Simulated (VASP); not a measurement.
# BP (rocksalt type) (Fm-3m) in VASP: a series of runs, part 2 of 2

VASP 6.6.1. Earlier steps stand in the parts before.

### Step 3. Electric field gradients, PBE (volume scaled by 0.97)

INCAR reads:

```
PREC     = Accurate       # precision mode
ENCUT    = 520            # plane-wave cutoff, eV
EDIFF    = 1E-8           # SCF threshold, eV
ISMEAR   = -1             # smearing method
SIGMA    = 0.05           # smearing width, eV
LREAL    = F              # projectors in reciprocal space
LASPH    = T              # aspherical terms in the spheres
NELM     = 80             # most SCF steps
ALGO     = Normal         # electronic algorithm
ISIF     = 2              # what is computed and relaxed
LWAVE    = F              # write WAVECAR
LCHARG   = F              # write CHGCAR
GGA      = PE             # functional
LEFG     = T            
NBANDS   = 11             # bands
```

KPOINTS reads:

```
regular mesh
0
Gamma
  16 16 16
```

POSCAR reads:

```
BP
1.0
    0.0000000000      2.1379820678      2.1379820678
    2.1379820678      0.0000000000      2.1379820678
    2.1379820678      2.1379820678      0.0000000000
B P
1 1
Direct
    0.0000000000      0.0000000000      0.0000000000
    0.5000000000      0.5000000000      0.5000000000
```

Potentials or basis: VASP PAW PBE potentials, release 64 (B, P).

Command:

```
cat potpaw_PBE.64/B/POTCAR potpaw_PBE.64/P/POTCAR > POTCAR
mpirun -np 1 vasp_std > vasp.out
```

OUTCAR:

```text
PREC = Accurate
   ENCUT = 520
   EDIFF = 1E-8
   ISMEAR = -1
   LREAL = F
   LASPH = T
   NELM = 80
   ISIF = 2
   GGA = PE

 ion  position               nearest neighbor table
   1  0.000  0.000  0.000-   2 2.14   2 2.14   2 2.14   2 2.14   2 2.14   2 2.14
   2  0.500  0.500  0.500-   1 2.14   1 2.14   1 2.14   1 2.14   1 2.14   1 2.14

  LATTYP: Found a face centered cubic cell.
 ALAT       =     4.2759641356

  Lattice vectors:

 A1 = (   0.0000000000,   2.1379820678,   2.1379820678)
 A2 = (   2.1379820678,   0.0000000000,   2.1379820678)
 A3 = (   2.1379820678,   2.1379820678,   0.0000000000)

Analysis of symmetry for initial positions (statically):
=====================================================================
 Subroutine PRICEL returns:
 Original cell was already a primitive cell.

 Routine SETGRP: Setting up the symmetry group for a
 face centered cubic supercell.

 Subroutine GETGRP returns: Found 48 space group operations
 (whereof 48 operations were pure point group operations)
 out of a pool of 48 trial point group operations.

The static configuration has the point symmetry O_h .

Analysis of symmetry for dynamics (positions and initial velocities):
=====================================================================
 Subroutine PRICEL returns:
 Original cell was already a primitive cell.

 Routine SETGRP: Setting up the symmetry group for a
 face centered cubic supercell.

 Subroutine GETGRP returns: Found 48 space group operations
 (whereof 48 operations were pure point group operations)
 out of a pool of 48 trial point group operations.

The dynamic configuration has the point symmetry O_h .

 Subroutine INISYM returns: Found 48 space group operations
 (whereof 48 operations are pure point group operations),
 and found     1 'primitive' translations

----------------------------------------------------------------------------------------

                                     Primitive cell

  volume of cell :      19.5453

  direct lattice vectors                    reciprocal lattice vectors
     0.000000000  2.137982068  2.137982068    -0.233865385  0.233865385  0.233865385
     2.137982068  0.000000000  2.137982068     0.233865385 -0.233865385  0.233865385
     2.137982068  2.137982068  0.000000000     0.233865385  0.233865385 -0.233865385

  length of vectors
     3.023563236  3.023563236  3.023563236     0.405066729  0.405066729  0.405066729

  position of ions in fractional coordinates (direct lattice)
     0.000000000  0.000000000  0.000000000
     0.500000000  0.500000000  0.500000000

  ion indices of the primitive-cell ions
   primitive index   ion index
                 1           1
                 2           2

----------------------------------------------------------------------------------------

 KPOINTS: regular mesh

Automatic generation of k-mesh.
 Grid dimensions read from file:
 generate k-points for:   16   16   16

 Generating k-lattice:

[... 77 lines left out ...]
   EFERMI_NEDOS =   21; number of points for ismear=-14 and -15
   IALGO  =     38    algorithm
   IMIX   =      4    mixing-type and parameters
     AMIX     =   0.40;   BMIX     =  1.00
     AMIX_MAG =   1.60;   BMIX_MAG =  1.00
  volume/ion in A,a.u.               =       9.77        65.95
  Fermi-wavevector in a.u.,A,eV,Ry     =   1.215507  2.296975 20.102024  1.477457
  Thomas-Fermi vector in A             =   2.350892
   LORBIT       =      0    0 simple, 1 ext, 2 COOP (PROOUT), +10 PAW based schemes
   GGA     = PE    functional components
   LHFCALC =     F    Hartree Fock is set to
   AEXX    =    0.0000 exact exchange contribution
   IVDW    =     0    specifies the selected vdW correction
   LEPSILON=     F    determine dielectric tensor
   LRPA    =     F    only Hartree local field effects (RPA)
 non-spin polarized calculation
  energy-cutoff  :      520.00
  volume of cell :       19.55
 maximum number of plane-waves:       544
   NGX = 11   NGY = 11   NGZ = 11

 number of electron       8.0000001 magnetization

 Free energy of the ion-electron system (eV)
  ---------------------------------------------------
  ext. energy  EPLUGINS =         0.00000000
  ---------------------------------------------------
  free energy    TOTEN  =       -10.79873238 eV

  energy without entropy =      -10.79388086  energy(sigma->0) =      -10.79630662

 E-fermi :  10.1418     XC(G=0): -12.0744

 val. band max:       10.1382913269   @ k =   0.1250   0.0625   0.0000
 cond. band min:      10.1527733394   @ k =   0.0000   0.0000   0.0000
 fundamental gap:      0.0144820125
 Fermi energy:        10.1418243691

 k-point     1 :       0.0000    0.0000    0.0000
  band No.  band energies     occupation
      1      -7.1150      2.00000
      2      10.1528      0.89095
      3      10.1528      0.89095
      4      10.1528      0.89094
      5      17.1804      0.00000
      6      18.0273      0.00000
      7      18.0273      0.00000
      8      18.0273      0.00000
      9      18.9883      0.00000
     10      18.9883      0.00000
     11      18.9883      0.00000
[... 309 lines left out ...]
 k-point    24 :      -0.0625    0.0625    0.0000
  band No.  band energies     occupation
      1      -6.8883      2.00000
      2       9.0713      2.00000
      3       9.5007      1.99999
      4      10.3724      0.01968
      5      16.8349      0.00000
      6      17.2416      0.00000
      7      17.9588      0.00000
      8      18.0722      0.00000
      9      18.2699      0.00000
     10      19.1698      0.00000
     11      19.2905      0.00000

 [... further k-points ...]

------------------------ aborting loop because EDIFF is reached ----------------------------------------

  FORCE on cell =-STRESS in cart. coord.  units (eV):
  Direction    XX          YY          ZZ          XY          YZ          ZX
  --------------------------------------------------------------------------------------
  -------------------------------------------------------------------------------------
  Total        0.6135875      0.6135875      0.6135875     -0.0000000      0.0000000     -0.0000000
  in kB       50.2973300     50.2973300     50.2973300     -0.0000000      0.0000000     -0.0000000
  external PRESSURE =      50.2973300 kB  Pullay stress =       0.0000000 kB

 VOLUME and BASIS-vectors are now :
 -----------------------------------------------------------------------------
  energy-cutoff  :      520.00
  volume of cell :       19.55
      direct lattice vectors                 reciprocal lattice vectors
     0.000000000  2.137982068  2.137982068    -0.233865385  0.233865385  0.233865385
     2.137982068  0.000000000  2.137982068     0.233865385 -0.233865385  0.233865385
     2.137982068  2.137982068  0.000000000     0.233865385  0.233865385 -0.233865385

 POSITION                                       TOTAL-FORCE (eV/Angst)
 -----------------------------------------------------------------------------------
      0.00000      0.00000      0.00000         0.000000      0.000000      0.000000
      2.13798      2.13798      2.13798        -0.000000     -0.000000     -0.000000
 -----------------------------------------------------------------------------------
    total drift:                                0.000000     -0.000000     -0.000000

  FREE ENERGIE OF THE ION-ELECTRON SYSTEM (eV)
  ---------------------------------------------------
  free  energy   TOTEN  =       -10.7987323798 eV

  energy  without entropy=      -10.7938808631  energy(sigma->0) =      -10.79630662

 Electric field gradients (V/A^2)
---------------------------------------------------------------------
 ion       V_xx      V_yy      V_zz      V_xy      V_xz      V_yz
---------------------------------------------------------------------
   1       0.000     0.000    -0.000    -0.000    -0.000    -0.000
   2      -0.000     0.000     0.000     0.000     0.000     0.000
---------------------------------------------------------------------

 Electric field gradients after diagonalization (V/A^2)
 (convention: |V_zz| > |V_xx| > |V_yy|)
----------------------------------------------------------------------
 ion       V_xx      V_yy      V_zz     asymmetry (V_yy - V_xx)/ V_zz
----------------------------------------------------------------------
   1       0.000     0.000    -0.000       0.000
   2      -0.000    -0.000     0.000       0.000
----------------------------------------------------------------------

           NMR quadrupolar parameters

 Cq : quadrupolar parameter    Cq=e*Q*V_zz/h
 eta: asymmetry parameters     (V_yy - V_xx)/ V_zz
 Q  : nuclear electric quadrupole moment in mb (millibarn)
----------------------------------------------------------------------
 ion       Cq(MHz)       eta       Q (mb)
----------------------------------------------------------------------
   1      -0.000       0.000       1.000
   2       0.000       0.000       1.000
----------------------------------------------------------------------
```

Run time: 23 s. Hardware: 1 thread of AMD EPYC 7R13 (Zen 3), shared host; peak memory 0.12 GiB.

What came out:

- Free energy: -10.7987 eV
- Pressure: 5.0 GPa
- Band gap on the k mesh: zero (band 4 reaches 11.42 eV, above the bottom of band 5 at 7.40 eV)

Caveat: without QUAD_EFG the Cq values of the log hold for a quadrupole moment of 1 mb, not for the nuclei.
